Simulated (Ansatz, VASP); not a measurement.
# Two plane-wave programs on AgI

```
Ag I
1.0
     0.00000    3.28857    3.28857
     3.28857    0.00000    3.28857
     3.28857    3.28857    0.00000
Ag I
1 1
Direct
  0.00000 0.00000 0.00000
  0.25000 0.25000 0.25000
```

Alike in both runs: task single point; functional r2SCAN; k mesh 4 × 4 × 4; occupations fermi-dirac, width 0.05 eV; no spin polarisation.

|  | VASP | Ansatz |
| --- | --- | --- |
| version | VASP 6.6.1 | Ansatz 0.2.0 |
| potentials or method | VASP PAW PBE potentials, release 64 (Ag, I) | plane waves |
| plane-wave cutoff (eV) | 550 | 500 |
| valence electrons in the cell | 18 | 36 |

```csv
,VASP,Ansatz,Ansatz less VASP
pressure (GPa),0.0,0.1,+0.10
```

VASP's potentials were made for PBE, not for r2SCAN. VASP's potentials hold 18 valence electrons a cell and Ansatz's 36, so a difference there can come from the potentials and not from the codes.

Spin-orbit coupling is off throughout.
